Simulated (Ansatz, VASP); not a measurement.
Ge3P2 in VASP and in Ansatz

```
CELL_PARAMETERS angstrom
4.51591 0.00000 0.00000
-2.25796 3.91090 0.00000
0.00000 0.00000 5.49309
ATOMIC_POSITIONS crystal
Ge 0.00000 0.00000 0.00000
Ge 0.33333 0.66667 0.70458
Ge 0.66667 0.33333 0.29542
P 0.33333 0.66667 0.23339
P 0.66667 0.33333 0.76661
```

Alike in both runs: functional PBE; k mesh 12 × 12 × 8; occupations gaussian, width 0.1 eV; no spin polarisation.

Ansatz relaxed the structure, and its values are those at the end. VASP's run is a single point on that final structure, the one shown.

|  | VASP | Ansatz |
| --- | --- | --- |
| version | VASP 6.6.1 | Ansatz 0.2.0 |
| potentials or method | VASP PAW PBE potentials, release 64 (Ge_d, P), cutoff 520 eV | scalar-relativistic, plane waves, PAW |
| valence electrons in the cell | 52 | 52 |

VASP gave:

- gap on the k mesh at the Fermi level (eV): none
- pressure (GPa): 0.0
- rms of the force components (eV/Å): 0.006

Estimate Ansatz's values.

gap on the k mesh at the Fermi level (eV): none; pressure (GPa): 0.0; rms of the force components (eV/Å): 0.004.

A gap of «none» marks a metal or a gap that the smearing closes.
